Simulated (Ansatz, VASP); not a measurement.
# Cd3HgTe4: VASP beside Ansatz

```
CELL_PARAMETERS angstrom
4.70345 0.00000 0.00000
0.00000 4.70345 0.00000
0.00000 0.00000 13.14323
ATOMIC_POSITIONS crystal
Cd 0.00000 0.00000 0.74947
Cd 0.00000 0.00000 0.25053
Cd 0.50000 0.50000 0.50000
Hg 0.50000 0.50000 0.00000
Te 0.50000 0.00000 0.87380
Te 0.00000 0.50000 0.12620
Te 0.50000 0.00000 0.37530
Te 0.00000 0.50000 0.62470
```

Alike in both runs: functional PBE; k mesh 4 × 4 × 2; occupations gaussian, width 0.1 eV; no spin polarisation.

Ansatz relaxed the structure, and its values are those at the end. VASP's run is a single point on that final structure, the one shown.

|  | VASP | Ansatz |
| --- | --- | --- |
| version | VASP 6.6.1 | Ansatz 0.2.0 |
| potentials or method | VASP PAW PBE potentials, release 64 (Cd, Hg, Te), cutoff 520 eV | scalar-relativistic, plane waves, PAW |
| valence electrons in the cell | 72 | 144 |

```tsv
	VASP	Ansatz	Ansatz less VASP
gap on the k mesh at the Fermi level (eV)	0.16	0.17	+0.004
least direct gap on the mesh (eV)	0.16	0.17	+0.004
pressure (GPa)	0.2	0.1	-0.09
```

VASP's potentials hold 72 valence electrons a cell and Ansatz's 144, so a difference there can come from the potentials and not from the codes.

Neither program's run includes spin-orbit coupling.
